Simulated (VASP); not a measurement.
Sc2InN3:

```
CELL_PARAMETERS angstrom
3.42648 0.00000 0.00000
-1.71324 2.96742 0.00000
0.00000 0.00000 8.38722
ATOMIC_POSITIONS crystal
Sc 0.33333 0.66667 0.65599
Sc 0.66667 0.33333 0.34401
In 0.00000 0.00000 0.00000
N 0.33333 0.66667 0.16590
N 0.66667 0.33333 0.83410
N 0.00000 0.00000 0.50000
```

- Program: VASP 6.6.1
- Task: relaxation of cell and atoms
- Functional: PBE
- Potentials or basis: VASP PAW PBE potentials, release 64 (Sc_sv, In_d, N)
- Cutoff: 600 eV
- k mesh: 6 × 6 × 2
- Occupations: gaussian, width 0.1 eV
- Spin: no spin polarisation

At the start: pressure -20.9 GPa; volume 14.21 Å³/atom.

Where does the relaxation end?

Over 9 steps the energy falls by 216.5 meV/atom and the volume is 12.03 Å³/atom (-15.3 %); space group P-3m1 (No. 164, to 0.05 Å).

Step by step:
| step | energy change (eV) | largest force (eV/Å) | pressure (GPa) | volume (Å³) |
| --- | --- | --- | --- | --- |
| 1 | 0.0000 | 1.7831 | -20.89 | 85.28 |
| 2 | -0.6889 | 0.4150 | 27.42 | 64.39 |
| 3 | -1.2225 | 1.0265 | 1.76 | 71.59 |
| 4 | -1.2229 | 0.9978 | 2.45 | 71.34 |
| 5 | -1.2815 | 0.6776 | 0.53 | 72.00 |
| 6 | -1.2936 | 0.1860 | 0.97 | 71.80 |
| 7 | -1.2973 | 0.0938 | -0.77 | 72.47 |
| 8 | -1.2975 | 0.1010 | -0.52 | 72.37 |
| 9 | -1.2988 | 0.0366 | -0.06 | 72.19 |

Final structure:
```cif
data_structure
_symmetry_space_group_name_H-M 'P 1'
_symmetry_Int_Tables_number 1
_cell_length_a 3.2554
_cell_length_b 3.2554
_cell_length_c 7.8656
_cell_angle_alpha 90.000
_cell_angle_beta 90.000
_cell_angle_gamma 120.000
_cell_volume 72.19
loop_
_atom_site_label
_atom_site_type_symbol
_atom_site_fract_x
_atom_site_fract_y
_atom_site_fract_z
_atom_site_occupancy
Sc1 Sc 0.33333 0.66667 0.66535 1
Sc2 Sc 0.66667 0.33333 0.33465 1
In1 In 0.00000 0.00000 0.00000 1
N1 N 0.33333 0.66667 0.17612 1
N2 N 0.66667 0.33333 0.82388 1
N3 N 0.00000 0.00000 0.50000 1
```

Caveat: the volume moved by over 15 % at a fixed basis, so the end points are rough.
